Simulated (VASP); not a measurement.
Set up this calculation in VASP 6.6.1, as the native input.

* Task: single point
* Functional: PBE
* Potentials or basis: VASP PAW PBE potentials, release 64 (Mn_pv, O)
* Cutoff: 520 eV
* k mesh: 14 × 14 × 14
* Occupations: gaussian, width 0.05 eV
* Spin: no spin polarisation
* Dipole correction: no
* Further INCAR settings: ALGO = Normal; EDIFF = 1e-06; NBANDS = 16

The structure of MnO (Manganosite) lies in POSCAR:

```
MnO
1.0
    0.0000000000      2.0233794126      2.0233794126
    2.0233794126      0.0000000000      2.0233794126
    2.0233794126      2.0233794126      0.0000000000
Mn O
1 1
Direct
    0.0000000000      0.0000000000      0.0000000000
    0.5000000000      0.5000000000      0.5000000000
```

This cell differs from its parent crystal: volume scaled by 0.960.

One way to write it, as run:

INCAR

```
PREC = Accurate
ENCUT = 520
EDIFF = 1E-6
ISMEAR = 0
SIGMA = 0.05
LREAL = F
LASPH = T
NELM = 100
ALGO = Normal
ISIF = 2
LWAVE = F
LCHARG = F
GGA = PE
NBANDS = 16
```

KPOINTS

```
regular mesh
0
Gamma
  14 14 14
```

Potentials or basis: VASP PAW PBE potentials, release 64 (Mn_pv, O).

Launch:

```sh
$ cat potpaw_PBE.64/Mn_pv/POTCAR potpaw_PBE.64/O/POTCAR > POTCAR
$ mpirun -np 1 vasp_std > vasp.out
```

It gave:

```json
{"Pressure": "12.2 GPa"}
```

Caveat: an odd number of electrons without spin polarisation forces a metal; a magnetic or distorted state may lie lower; the run has no spin polarisation, though such a crystal can be magnetic.

Run time: 25 s on 1 thread of Intel Xeon 8259CL (shared host), peak memory 0.15 GiB.
